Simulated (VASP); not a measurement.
Set up this calculation in VASP 6.6.1, as the native input.

| Quantity | Value |
| --- | --- |
| Task | single point |
| Functional | PBEsol |
| Potentials or basis | VASP PAW PBE potentials, release 64 (Cs_sv, Cl) |
| Cutoff | 500 eV |
| k mesh | 6 × 6 × 6 |
| Occupations | fermi-dirac, width 0.03 eV |
| Spin | no spin polarisation |
| Dipole correction | no |
| Further INCAR settings | ALGO = Normal; EDIFF = 1e-06; NBANDS = 15 |

The structure of CsCl lies in POSCAR:

```
CsCl
1.0
    4.0388335262      0.0000000000      0.0000000000
    0.0000000000      4.0388335262      0.0000000000
    0.0000000000      0.0000000000      4.0388335262
Cs Cl
1 1
Direct
    0.0000000000      0.0000000000      0.0000000000
    0.5000000000      0.5000000000      0.5000000000
```

These files were run (other wordings do the same):

INCAR

```
SYSTEM = CsCl
ALGO     = Normal         ! electronic algorithm
EDIFF    = 1E-6           ! SCF threshold, eV
ENCUT    = 500            ! plane-wave cutoff, eV
GGA      = PS             ! functional
GGA_COMPAT= .False.      
ISIF     = 2              ! what is computed and relaxed
ISMEAR   = -1             ! smearing method
LASPH    = .True.         ! aspherical terms in the spheres
LCHARG   = .False.        ! write CHGCAR
LREAL    = .False.        ! projectors in reciprocal space
LWAVE    = .False.        ! write WAVECAR
NBANDS   = 15             ! bands
NELM     = 120            ! most SCF steps
PREC     = Accurate       ! precision mode
SIGMA    = 0.03           ! smearing width, eV
```

KPOINTS

```
k-points
0
Gamma
  6 6 6
  0 0 0
```

Potentials or basis: VASP PAW PBE potentials, release 64 (Cs_sv, Cl).

Launch:

```bash
$ cat potpaw_PBE.64/Cs_sv/POTCAR potpaw_PBE.64/Cl/POTCAR > POTCAR
$ mpirun -np 1 vasp_std > vasp.out
```

Results of the run:

```
Pressure               : 0.5 GPa
Band gap on the k mesh : 5.18 eV
```

Caveat: the PAW data sets were made with another functional, which shifts forces and pressure a little; spin-orbit coupling is left out, which moves the levels of the heavy elements.

It took 14 s on 1 thread of Intel(R) Xeon(R) Platinum 8259CL CPU @ 2.50GHz (Skylake/Cascade Lake) (shared host), peak memory 0.17 GiB.
